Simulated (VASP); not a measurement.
Write the native input for VASP 6.6.1 that does the following.

```
Task                               : single point
Functional                         : PBE-based screened hybrid with 25 % exact exchange
Potentials or basis                : VASP PAW PBE potentials, release 64 (S, Mg)
Cutoff                             : 520 eV
k mesh                             : 5 × 5 × 5
Occupations                        : fermi-dirac, width 0.05 eV
Spin                               : no spin polarisation
Dipole correction                  : no
Grid for exact exchange (PRECFOCK) : Normal
Share of exact exchange            : 0.25
Further INCAR settings             : ALGO = Normal; EDIFF = 1e-06; NBANDS = 11
Screening parameter                : 0.3 1/Å
```

Crystal: MgS.

```
CELL_PARAMETERS angstrom
0.00000 2.60165 2.60165
2.60165 0.00000 2.60165
2.60165 2.60165 0.00000
ATOMIC_POSITIONS crystal
S 0.50000 0.50000 0.50000
Mg 0.00000 0.00000 0.00000
```

The input as run:

POSCAR

```
MgS
1.0
    0.0000000000      2.6016500000      2.6016500000
    2.6016500000      0.0000000000      2.6016500000
    2.6016500000      2.6016500000      0.0000000000
S Mg
1 1
Direct
    0.5000000000      0.5000000000      0.5000000000
    0.0000000000      0.0000000000      0.0000000000
```

INCAR.step1

```
PREC     = Accurate       # precision mode
ENCUT    = 520            # plane-wave cutoff, eV
EDIFF    = 1E-5           # SCF threshold, eV
ISMEAR   = -1             # smearing method
SIGMA    = 0.05           # smearing width, eV
LREAL    = False          # projectors in reciprocal space
LASPH    = True           # aspherical terms in the spheres
NELM     = 80             # most SCF steps
ALGO     = Normal         # electronic algorithm
ISIF     = 2              # what is computed and relaxed
LWAVE    = True           # write WAVECAR
LCHARG   = False          # write CHGCAR
NBANDS   = 11             # bands
GGA      = PE             # functional
```

INCAR.step2

```
PREC     = Accurate       # precision mode
ENCUT    = 520            # plane-wave cutoff, eV
EDIFF    = 1E-6           # SCF threshold, eV
ISMEAR   = -1             # smearing method
SIGMA    = 0.05           # smearing width, eV
LREAL    = False          # projectors in reciprocal space
LASPH    = True           # aspherical terms in the spheres
NELM     = 80             # most SCF steps
ALGO     = Normal         # electronic algorithm
ISIF     = 2              # what is computed and relaxed
LWAVE    = False          # write WAVECAR
LCHARG   = False          # write CHGCAR
GGA      = PE             # functional
LHFCALC  = True           # exact exchange
AEXX     = 0.25           # exact-exchange fraction
HFSCREEN = 0.3            # screening, 1/A
PRECFOCK = Normal       
NBANDS   = 11             # bands
ISTART   = 1
```

KPOINTS

```
regular mesh
0
Gamma
  5 5 5
```

Potentials or basis: VASP PAW PBE potentials, release 64 (S, Mg).

Launch:

```bash
$ cat potpaw_PBE.64/S/POTCAR potpaw_PBE.64/Mg/POTCAR > POTCAR
$ cp INCAR.step1 INCAR
$ mpirun -np 1 vasp_std > vasp.out
$ cp INCAR.step2 INCAR
$ mpirun -np 1 vasp_std > vasp.out
```

Results of the run:

* Pressure: -0.5 GPa
* Band gap on the k mesh: 3.97 eV (least direct gap 4.59 eV)

Caveat: the PAW data sets were made with another functional, which shifts forces and pressure a little; an odd mesh through Γ misses points on the zone boundary, where band edges can lie.

Run time: 7.9 min on 1 thread of AMD EPYC 7R43 64-Core Processor (Zen 3), on a shared host, peak memory 0.23 GiB.
